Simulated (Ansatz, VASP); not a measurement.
## Te2Mo: VASP beside Ansatz

```xyz
3
Lattice="3.4387 0.0000 0.0000 -1.7194 2.9780 0.0000 0.0000 0.0000 17.2635" Properties=species:S:1:pos:R:3 pbc="T T T"
Te    0.0000    1.9853   15.4872
Te    0.0000    1.9853    1.7763
Mo    0.0000    0.0000    0.0000
```

Change from the starting cell: equal strain along all axes, cell held, atoms relaxed: -1.5 %.

Alike in both runs: task relaxation of the atoms; functional PBEsol; k mesh 12 × 12 × 2; occupations gaussian, width 0.02 eV; no spin polarisation.

```csv
,VASP,Ansatz
version,VASP 6.6.1,Ansatz 0.2.0
potentials or method,"VASP PAW PBE potentials, release 64 (Te, Mo_sv), cutoff 520 eV","scalar-relativistic, plane waves, PAW"
valence electrons in the cell,26,46
```

|  | VASP | Ansatz | Ansatz less VASP |
| --- | --- | --- | --- |
| gap on the k mesh at the Fermi level, each at its own relaxed structure (eV) | 1.24 | 1.25 | +0.002 |

VASP's potentials were made for PBE, not for PBEsol. VASP's potentials hold 26 valence electrons a cell and Ansatz's 46, so a difference there can come from the potentials and not from the codes. Ansatz's warnings: stress scf threshold loose.

Neither program's run includes spin-orbit coupling.
